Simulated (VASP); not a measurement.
# ZnO (P6_3mc) in VASP: further runs

ZnO is run at these levels: PBE, r2SCAN; tasks: single point.

Everything below comes from runs of VASP 6.6.1. Logs are shortened: lines on timing, memory, paths and dates and some standing lists are left out, and cuts for length are marked.

**1. The cell of the first run**

Symmetry: P6_3mc, No. 186, hexagonal system. The conventional cell has a = 3.239 Å, b = 3.239 Å, c = 10.523 Å, α = 90.00°, β = 90.00°, γ = 120.00°. Within 2.6 Å of Zn (site symmetry 3m) lie 4 O at 1.98 Å. Within 2.6 Å of Zn (site symmetry 3m) lie 4 O at 1.98 Å. Within 2.6 Å of O (site symmetry 3m) lie 4 Zn at 1.98 Å. Within 2.6 Å of O (site symmetry 3m) lie 4 Zn at 1.98 Å.

**2. Single point, PBE (11.95 Å³/atom)**

The input, INCAR:

```
SYSTEM = ZnO
PREC = Accurate ; ENCUT = 910
EDIFF = 1E-6 ; ISMEAR = 0
SIGMA = 0.01 ; LREAL = .False.
LASPH = .True. ; NELM = 120
ALGO = Normal ; ISIF = 2
LWAVE = .False. ; LCHARG = .False.
GGA = PE ; NBANDS = 46
GGA_COMPAT = .False.
```

The input, KPOINTS:

```
regular mesh
0
Gamma
  9 9 2
  0 0 0
```

The input, POSCAR:

```
ZnO
1.0
    3.2387418498      0.0000000000      0.0000000000
   -1.6193709249      2.8048327182      0.0000000000
    0.0000000000      0.0000000000     10.5228988888
Zn O
4 4
Direct
    0.0000000000      0.0000000000     -0.0005573107
    0.3333333333      0.6666666667      0.2496497194
    0.0000000000      0.0000000000      0.4994426893
    0.6666666667      0.3333333333      0.7496497194
    0.0000000000      0.0000000000      0.1880731350
    0.3333333333      0.6666666667      0.4378344562
    0.0000000000      0.0000000000      0.6880731350
    0.6666666667      0.3333333333      0.9378344562
```

Potentials or basis: VASP PAW PBE potentials, release 64 (Zn, O_h).

On the command line:

```
> cat potpaw_PBE.64/Zn/POTCAR potpaw_PBE.64/O_h/POTCAR > POTCAR
> mpirun -np 1 vasp_std > vasp.out
```

OUTCAR:

```text
SYSTEM = ZnO
   PREC = Accurate
   ENCUT = 910
   EDIFF = 1E-6
   ISMEAR = 0
   LREAL = .False.
   LASPH = .True.
   NELM = 120
   ISIF = 2
   GGA = PE

 ion  position               nearest neighbor table
   1  0.000  0.000  0.999-   8 1.98   8 1.98   8 1.98   5 1.98
   2  0.333  0.667  0.250-   5 1.98   5 1.98   5 1.98   6 1.98
   3  0.000  0.000  0.499-   6 1.98   6 1.98   6 1.98   7 1.98
   4  0.667  0.333  0.750-   7 1.98   7 1.98   7 1.98   8 1.98
   5  0.000  0.000  0.188-   2 1.98   2 1.98   2 1.98   1 1.98
   6  0.333  0.667  0.438-   3 1.98   3 1.98   3 1.98   2 1.98
   7  0.000  0.000  0.688-   4 1.98   4 1.98   4 1.98   3 1.98
   8  0.667  0.333  0.938-   1 1.98   1 1.98   1 1.98   4 1.98

  LATTYP: Found a hexagonal cell.
 ALAT       =     3.2387418498
 C/A-ratio  =     3.2490699712

  Lattice vectors:

 A1 = (   3.2387418498,   0.0000000000,   0.0000000000)
 A2 = (  -1.6193709249,   2.8048327182,   0.0000000000)
 A3 = (   0.0000000000,   0.0000000000,  10.5228988888)

Analysis of symmetry for initial positions (statically):
=====================================================================
 Subroutine PRICEL returns:
 Original cell was already a primitive cell.

 Routine SETGRP: Setting up the symmetry group for a
 hexagonal supercell.

 Subroutine GETGRP returns: Found 12 space group operations
 (whereof  6 operations were pure point group operations)
 out of a pool of 24 trial point group operations.

The static configuration has the point symmetry C_3v.
 The point group associated with its full space group is C_6v.

Analysis of symmetry for dynamics (positions and initial velocities):
=====================================================================
 Subroutine PRICEL returns:
 Original cell was already a primitive cell.

 Routine SETGRP: Setting up the symmetry group for a
 hexagonal supercell.

 Subroutine GETGRP returns: Found 12 space group operations
 (whereof  6 operations were pure point group operations)
 out of a pool of 24 trial point group operations.

The dynamic configuration has the point symmetry C_3v.
 The point group associated with its full space group is C_6v.

 Subroutine INISYM returns: Found 12 space group operations
 (whereof  6 operations are pure point group operations),
 and found     1 'primitive' translations

----------------------------------------------------------------------------------------

                                     Primitive cell

  volume of cell :      95.5914

  direct lattice vectors                    reciprocal lattice vectors
     3.238741850  0.000000000  0.000000000     0.308761873  0.178263751  0.000000000
    -1.619370925  2.804832718  0.000000000     0.000000000  0.356527501  0.000000000
     0.000000000  0.000000000 10.522898889     0.000000000  0.000000000  0.095030848

  length of vectors
     3.238741850  3.238741850 10.522898889     0.356527501  0.356527501  0.095030848

  position of ions in fractional coordinates (direct lattice)
     0.000000000  0.000000000  0.999442689
     0.333333333  0.666666667  0.249649719
     0.000000000  0.000000000  0.499442689
     0.666666667  0.333333333  0.749649719
     0.000000000  0.000000000  0.188073135
     0.333333333  0.666666667  0.437834456
     0.000000000  0.000000000  0.688073135
     0.666666667  0.333333333  0.937834456

  ion indices of the primitive-cell ions
   primitive index   ion index
                 1           1
                 2           2
                 3           3
                 4           4
                 5           5
                 6           6
                 7           7
                 8           8

----------------------------------------------------------------------------------------

 KPOINTS: regular mesh

Automatic generation of k-mesh.
 Grid dimensions read from file:
 generate k-points for:    9    9    2

 Generating k-lattice:

  Cartesian coordinates                     Fractional coordinates (reciprocal lattice)
[... 47 lines left out ...]
 non-spin polarized calculation
 Gauss-broadening in eV      SIGMA  =   0.01
  energy-cutoff  :      910.00
  volume of cell :       95.59
 maximum number of plane-waves:      6024
 NGX is ok and might be reduce to    32
   NGX = 15   NGY = 15   NGZ = 51

 number of electron      71.9999996 magnetization

 Free energy of the ion-electron system (eV)
  ---------------------------------------------------
  ext. energy  EPLUGINS =         0.00000000
  ---------------------------------------------------
  free energy    TOTEN  =       -35.66061139 eV

  energy without entropy =      -35.66061139  energy(sigma->0) =      -35.66061139

 E-fermi :   1.5650     XC(G=0): -10.8976

 val. band max:        1.4882136846   @ k =   0.0000   0.0000   0.0000
 cond. band min:       2.2064950791   @ k =   0.0000   0.0000   0.0000
 fundamental gap:      0.7182813945
 Fermi energy:         1.5650140034

 k-point     1 :       0.0000    0.0000    0.0000
  band No.  band energies     occupation
      1     -16.5670      2.00000
      2     -16.2402      2.00000
      3     -16.2150      2.00000
      4     -15.8665      2.00000
      5      -4.4310      2.00000
      6      -4.3916      2.00000
[... 38 lines left out ...]
     45      14.4752      0.00000
     46      14.6100      0.00000

 k-point     2 :       0.1111   -0.0000    0.0000
  band No.  band energies     occupation
      1     -16.4995      2.00000
      2     -16.1892      2.00000
      3     -16.1640      2.00000
      4     -15.8358      2.00000
      5      -4.4637      2.00000
      6      -4.4270      2.00000
[... 38 lines left out ...]
     45      13.7116      0.00000
     46      13.9558      0.00000

 k-point     3 :       0.2222   -0.0000    0.0000
  band No.  band energies     occupation
      1     -16.3197      2.00000
      2     -16.0574      2.00000
      3     -16.0325      2.00000
      4     -15.7619      2.00000
      5      -4.5526      2.00000
      6      -4.5148      2.00000
[... 1018 lines left out ...]
     45      11.5087      0.00000
     46      11.5087      0.00000

 k-point    24 :       0.3333    0.3333    0.5000
  band No.  band energies     occupation
      1     -15.7337      2.00000
      2     -15.7337      2.00000
      3     -15.7075      2.00000
      4     -15.7075      2.00000
      5      -4.2493      2.00000
      6      -4.2493      2.00000
[... 38 lines left out ...]
     45      11.1920      0.00000
     46      11.1920      0.00000

------------------------ aborting loop because EDIFF is reached ----------------------------------------

  FORCE on cell =-STRESS in cart. coord.  units (eV):
  Direction    XX          YY          ZZ          XY          YZ          ZX
  --------------------------------------------------------------------------------------
  -------------------------------------------------------------------------------------
  Total        2.9394532      2.9394532      2.9180274      0.0000000     -0.0000000      0.0000000
  in kB       49.2672633     49.2672633     48.9081514      0.0000000     -0.0000000      0.0000000
  external PRESSURE =      49.1475593 kB  Pullay stress =       0.0000000 kB

 VOLUME and BASIS-vectors are now :
 -----------------------------------------------------------------------------
  energy-cutoff  :      910.00
  volume of cell :       95.59
      direct lattice vectors                 reciprocal lattice vectors
     3.238741850  0.000000000  0.000000000     0.308761873  0.178263751  0.000000000
    -1.619370925  2.804832718  0.000000000     0.000000000  0.356527501  0.000000000
     0.000000000  0.000000000 10.522898889     0.000000000  0.000000000  0.095030848

 POSITION                                       TOTAL-FORCE (eV/Angst)
 -----------------------------------------------------------------------------------
      0.00000      0.00000     10.51703         0.000000      0.000000      0.007075
     -0.00000      1.86989      2.62704        -0.000000     -0.000000     -0.005884
      0.00000      0.00000      5.25558         0.000000      0.000000      0.007075
      1.61937      0.93494      7.88849         0.000000      0.000000     -0.005884
      0.00000      0.00000      1.97907        -0.000000      0.000000     -0.003340
     -0.00000      1.86989      4.60729         0.000000     -0.000000      0.002149
      0.00000      0.00000      7.24052         0.000000      0.000000     -0.003340
      1.61937      0.93494      9.86874        -0.000000      0.000000      0.002149
 -----------------------------------------------------------------------------------
    total drift:                                0.000000      0.000000      0.001686

  FREE ENERGIE OF THE ION-ELECTRON SYSTEM (eV)
  ---------------------------------------------------
  free  energy   TOTEN  =       -35.6606113905 eV

  energy  without entropy=      -35.6606113905  energy(sigma->0) =      -35.66061139
```

Run time: 5.2 min. Hardware: 1 thread of AMD EPYC 7R13 (Zen 3), shared host; peak memory 0.37 GiB.

Results:

```yaml
Free_energy: -35.6606 eV
Pressure: 4.9 GPa
Largest_force: 0.007 eV/Å
Band_gap_on_the_k_mesh: 0.72 eV
```

Forces in eV/Å, atoms in the order of the input:
```
Zn   0.000  0.000  0.007
Zn   0.000  0.000 -0.006
Zn   0.000  0.000  0.007
Zn   0.000  0.000 -0.006
O    0.000  0.000 -0.003
O    0.000  0.000  0.002
O    0.000  0.000 -0.003
O    0.000  0.000  0.002
```

Caveat: the cutoff is under 1.25 times the usual one of these potentials, so pressure, stress and relaxed cells hold a basis-set (Pulay) error; the cell stands under pressure.

**3. Single point, r2SCAN (12.51 Å³/atom)**

This run uses another cell than the first one, of 12.51 Å³/atom.

The input, POSCAR:

```
ZnO
1.0
    3.2897798892      0.0000000000      0.0000000000
   -1.6448899446      2.8490329569      0.0000000000
    0.0000000000      0.0000000000     10.6779993530
Zn O
4 4
Direct
    0.0000000000      0.0000000000     -0.0006159377
    0.3333333333      0.6666666667      0.2495637823
    0.0000000000      0.0000000000      0.4993840623
    0.6666666667      0.3333333333      0.7495637823
    0.0000000000      0.0000000000      0.1881525681
    0.3333333333      0.6666666667      0.4378995872
    0.0000000000      0.0000000000      0.6881525681
    0.6666666667      0.3333333333      0.9378995872
```

The input, INCAR.step1:

```
SYSTEM = ZnO
ALGO     = Normal         ! electronic algorithm
EDIFF    = 1E-4           ! SCF threshold, eV
ENCUT    = 520            ! plane-wave cutoff, eV
GGA      = PE             ! functional
ISMEAR   = 0              ! smearing method
LASPH    = .True.         ! aspherical terms in the spheres
LCHARG   = .False.        ! write CHGCAR
LREAL    = .False.        ! projectors in reciprocal space
LWAVE    = .True.         ! write WAVECAR
NBANDS   = 46             ! bands
NELM     = 60             ! most SCF steps
PREC     = Accurate       ! precision mode
SIGMA    = 0.01           ! smearing width, eV
```

The input, INCAR.step2:

```
SYSTEM = ZnO
ALGO     = Normal         ! electronic algorithm
EDIFF    = 1E-7           ! SCF threshold, eV
ENCUT    = 520            ! plane-wave cutoff, eV
ISIF     = 2              ! what is computed and relaxed
ISMEAR   = 0              ! smearing method
ISTART   = 1            
LASPH    = .True.         ! aspherical terms in the spheres
LCHARG   = .True.         ! write CHGCAR
LELF     = .True.         ! ELF
LMIXTAU  = .True.       
LREAL    = .False.        ! projectors in reciprocal space
LVHAR    = .True.       
LWAVE    = .False.        ! write WAVECAR
METAGGA  = R2SCAN         ! meta-GGA
NBANDS   = 46             ! bands
NELM     = 60             ! most SCF steps
PREC     = Accurate       ! precision mode
SIGMA    = 0.01           ! smearing width, eV
```

The input, KPOINTS:

```
k-points
0
Gamma
  9 9 2
  0 0 0
```

Potentials or basis: VASP PAW PBE potentials, release 64 (Zn, O).

On the command line:

```
> cat potpaw_PBE.64/Zn/POTCAR potpaw_PBE.64/O/POTCAR > POTCAR
> cp INCAR.step1 INCAR
> mpirun -np 1 vasp_std > vasp.out
> cp INCAR.step2 INCAR
> mpirun -np 1 vasp_std > vasp.out
```

It took 3.2 min on 1 thread of Intel Xeon 6975P-C (Granite Rapids), shared host; peak memory 0.26 GiB.

Results (log left out):

- Free energy: -72.4871 eV
- Pressure: -7.0 GPa
- Largest force: 0.014 eV/Å
- Band gap on the k mesh: 1.09 eV

Forces in eV/Å, atoms in the order of the input:
```
Zn   0.000  0.000 -0.003
Zn   0.000  0.000  0.014
Zn   0.000  0.000 -0.003
Zn   0.000  0.000  0.014
O    0.000  0.000 -0.002
O    0.000  0.000 -0.008
O    0.000  0.000 -0.002
O    0.000  0.000 -0.008
```

Stress tensor (GPa, compression positive):
```
-6.97  0.00  0.00
 0.00 -6.97  0.00
 0.00  0.00 -7.06
```

Levels at points of the mesh, in eV from the valence-band top:
```csv
k point,band 32,band 33,band 34,band 35,band 36,band 37,band 38,band 39,band 40,band 41
"(0.00, 0.00, 0.00)",-0.36,-0.36,-0.04,0.00,0.00,1.09,3.63,3.79,5.77,8.47
"(0.00, 0.00, 0.50)",-0.64,-0.11,-0.11,-0.11,-0.11,2.15,2.15,5.11,5.11,9.11
```

Caveat: the cell stands under tension; the PAW data sets were made with another functional, which shifts forces and pressure a little.

**4. Single point, PBE**

This run uses another cell than the first one, of 11.80 Å³/atom.

The input, INCAR:

```
SYSTEM = ZnO
ALGO = Normal
EDIFF = 1E-6
ENCUT = 520
GGA = PE
ISIF = 2
ISMEAR = 0
LASPH = .TRUE.
LCHARG = .TRUE.
LELF = .TRUE.
LREAL = .FALSE.
LVHAR = .TRUE.
LWAVE = .FALSE.
NBANDS = 46
NELM = 80
PREC = Accurate
SIGMA = 0.01
```

The input, KPOINTS:

```
k-points
0
G
  12 12 4
  0 0 0
```

POSCAR: that of step 3 with these lines changed.

```diff
@@ -2,5 +2,5 @@
 1.0
-    3.2897798892      0.0000000000      0.0000000000
-   -1.6448899446      2.8490329569      0.0000000000
-    0.0000000000      0.0000000000     10.6779993530
+    3.2264991346      0.0000000000      0.0000000000
+   -1.6132495673      2.7942302158      0.0000000000
+    0.0000000000      0.0000000000     10.4726020683
 Zn O
```

On the command line:

```
> cat potpaw_PBE.64/Zn/POTCAR potpaw_PBE.64/O/POTCAR > POTCAR
> mpirun -np 1 vasp_std > vasp.out
```

It took 1.7 min on 1 thread of Intel Xeon 6975P-C (Granite Rapids), shared host; peak memory 0.31 GiB.

Results (log left out):

```yaml
Free_energy: -35.5888 eV
Pressure: 7.1 GPa
Largest_force: 0.009 eV/Å
Band_gap_on_the_k_mesh: 0.74 eV
```

Forces on the atoms (eV/Å):
```
Zn   0.000  0.000  0.009
Zn   0.000  0.000 -0.004
Zn   0.000  0.000  0.009
Zn   0.000  0.000 -0.004
O    0.000  0.000 -0.007
O    0.000  0.000  0.003
O    0.000  0.000 -0.007
O    0.000  0.000  0.003
```

Levels at points of the mesh, in eV from the valence-band top:
```csv
k point,band 33,band 34,band 35,band 36,band 37,band 38,band 39,band 40
"(0.00, 0.00, 0.00)",-0.38,-0.04,0.00,0.00,0.74,3.31,3.47,5.38
"(0.50, 0.00, 0.00)",-1.50,-1.41,-0.97,-0.83,5.36,5.46,6.23,6.53
"(0.00, 0.00, 0.50)",-0.12,-0.12,-0.12,-0.12,1.86,1.86,4.75,4.75
"(0.50, 0.00, 0.50)",-1.23,-1.23,-1.03,-1.03,5.71,5.71,6.04,6.04
```

Caveat: the cell stands under pressure. A k mesh can miss the band edges.

**5. Single point, r2SCAN**

This run uses another cell than the first one, of 11.80 Å³/atom.

POSCAR is that of step 4.

The input, INCAR.step1:

```
SYSTEM = ZnO
ALGO = Normal
EDIFF = 1E-4
ENCUT = 520
GGA = PE
ISMEAR = 0
LASPH = .TRUE.
LCHARG = .FALSE.
LREAL = .FALSE.
LWAVE = .TRUE.
NBANDS = 46
NELM = 60
PREC = Accurate
SIGMA = 0.01
```

The input, INCAR.step2:

```
SYSTEM = ZnO
ALGO = Normal
EDIFF = 1E-6
ENCUT = 520
ISIF = 2
ISMEAR = 0
ISTART = 1
LASPH = .TRUE.
LCHARG = .TRUE.
LELF = .TRUE.
LMIXTAU = .TRUE.
LREAL = .FALSE.
LVHAR = .TRUE.
LWAVE = .FALSE.
METAGGA = R2SCAN
NBANDS = 46
NELM = 60
PREC = Accurate
SIGMA = 0.01
```

KPOINTS is that of step 4.

On the command line:

```
> cat potpaw_PBE.64/Zn/POTCAR potpaw_PBE.64/O/POTCAR > POTCAR
> cp INCAR.step1 INCAR
> mpirun -np 1 vasp_std > vasp.out
> cp INCAR.step2 INCAR
> mpirun -np 1 vasp_std > vasp.out
```

Run time: 4 min. Hardware: 1 thread of Intel Xeon 6975P-C (Granite Rapids), shared host; peak memory 0.33 GiB.

Results (log left out):

| Quantity | Value |
| --- | --- |
| Free energy | -72.6003 eV |
| Pressure | 1.3 GPa |
| Largest force | 0.009 eV/Å |
| Band gap on the k mesh | 1.18 eV |

Forces on the atoms (eV/Å):
```
Zn   0.000  0.000 -0.001
Zn   0.000  0.000 -0.009
Zn   0.000  0.000 -0.001
Zn   0.000  0.000 -0.009
O    0.000  0.000  0.004
O    0.000  0.000  0.007
O    0.000  0.000  0.004
O    0.000  0.000  0.007
```

Levels at points of the mesh, in eV from the valence-band top:
| k point | band 33 | band 34 | band 35 | band 36 | band 37 | band 38 | band 39 | band 40 |
| --- | --- | --- | --- | --- | --- | --- | --- | --- |
| (0.00, 0.00, 0.00) | -0.39 | -0.04 | 0.00 | 0.00 | 1.18 | 3.78 | 3.94 | 6.00 |
| (0.50, 0.00, 0.00) | -1.53 | -1.44 | -0.99 | -0.85 | 5.87 | 6.04 | 6.76 | 7.10 |
| (0.00, 0.00, 0.50) | -0.12 | -0.12 | -0.12 | -0.12 | 2.25 | 2.25 | 5.31 | 5.31 |
| (0.50, 0.00, 0.50) | -1.25 | -1.25 | -1.05 | -1.05 | 6.26 | 6.26 | 6.58 | 6.58 |

Caveat: the PAW data sets were made with another functional, which shifts forces and pressure a little.

**6. Overview**

```tsv
level	potentials or basis	cell	k mesh	cutoff (eV)	gap on the mesh (eV)	pressure (GPa)	largest force (eV/Å)
PBE	VASP PAW PBE potentials, release 64 (Zn, O_h)	a = 3.239, b = 3.239, c = 10.523 Å, angles 90.0, 90.0, 120.0°, 8 atoms	9 × 9 × 2	910	0.72	4.9	0.01
r2SCAN	VASP PAW PBE potentials, release 64 (Zn, O)	a = 3.290, b = 3.290, c = 10.678 Å, angles 90.0, 90.0, 120.0°, 8 atoms	9 × 9 × 2	520	1.09	-7.0	0.01
PBE	VASP PAW PBE potentials, release 64 (Zn, O)	a = 3.226, b = 3.226, c = 10.473 Å, angles 90.0, 90.0, 120.0°, 8 atoms	12 × 12 × 4	520	0.74	7.1	0.01
r2SCAN	VASP PAW PBE potentials, release 64 (Zn, O)	a = 3.226, b = 3.226, c = 10.473 Å, angles 90.0, 90.0, 120.0°, 8 atoms	12 × 12 × 4	520	1.18	1.3	0.01
```

Alike in all rows: task single point; no spin polarisation; smearing gaussian 0.01 eV.

Caveats: the cell stands under pressure (at least some runs); the PAW data sets were made with another functional, which shifts forces and pressure a little (at least some runs); the cutoff is under 1.25 times the usual one of these potentials, so pressure, stress and relaxed cells hold a basis-set (Pulay) error (at least some runs); the cell stands under tension (at least some runs).

Absolute energies hang on the potentials; compare differences alone.
